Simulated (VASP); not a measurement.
Wanted: the native input for a VASP 6.6.1 run.

| Property | Result |
| --- | --- |
| Task | single point |
| Functional | PBE |
| Potentials or basis | VASP PAW PBE potentials, release 64 (Ni_sv_GW) |
| Cutoff | 690 eV |
| k mesh | 11 × 11 × 11 |
| Occupations | gaussian, width 0.1 eV |
| Spin | collinear spin, ferromagnetic start |
| Starting moments | [1.0] μB |
| Dipole correction | no |
| Further INCAR settings | ALGO = Normal; EDIFF = 1e-06; NBANDS = 19 |

The structure of Ni lies in POSCAR:

```
Ni
1.0
   -1.3837154700      1.3837154700      1.3837154700
    1.3837154700     -1.3837154700      1.3837154700
    1.3837154700      1.3837154700     -1.3837154700
Ni
1
Direct
    0.0000000000      0.0000000000      0.0000000000
```

This isn't the form of Ni at room conditions, which is fcc.

These files were run (other wordings do the same):

INCAR

```
SYSTEM = Ni
PREC     = Accurate       ! precision mode
ENCUT    = 690            ! plane-wave cutoff, eV
EDIFF    = 1E-6           ! SCF threshold, eV
ISMEAR   = 0              ! smearing method
SIGMA    = 0.1            ! smearing width, eV
LREAL    = .False.        ! projectors in reciprocal space
LASPH    = .True.         ! aspherical terms in the spheres
NELM     = 200            ! most SCF steps
ALGO     = Normal         ! electronic algorithm
ISIF     = 2              ! what is computed and relaxed
LWAVE    = .False.        ! write WAVECAR
LCHARG   = .False.        ! write CHGCAR
ISPIN    = 2              ! spin polarisation
MAGMOM   = 1              ! initial moments
LORBIT   = 11             ! projections on sites
LMAXMIX  = 4              ! l up to which the mixer works
GGA      = PE             ! functional
NBANDS   = 19             ! bands
GGA_COMPAT= .False.
```

KPOINTS

```
regular mesh
0
Gamma
  11 11 11
  0 0 0
```

Potentials or basis: VASP PAW PBE potentials, release 64 (Ni_sv_GW).

Run with:

```sh
$ cat potpaw_PBE.64/Ni_sv_GW/POTCAR > POTCAR
$ mpirun -np 1 vasp_std > vasp.out
```

Results of the run:

```
Pressure                                              : 6.8 GPa
Net moment                                            : 0.61 μB per cell
Site moments                                          : Ni +0.63 μB
Valence electrons inside the program's atomic spheres : Ni 16.38
```

Caveat: the cell stands under pressure.

It took 37 s on 1 thread of Intel(R) Xeon(R) Platinum 8259CL CPU @ 2.50GHz (Skylake/Cascade Lake), on a shared host, peak memory 0.18 GiB.
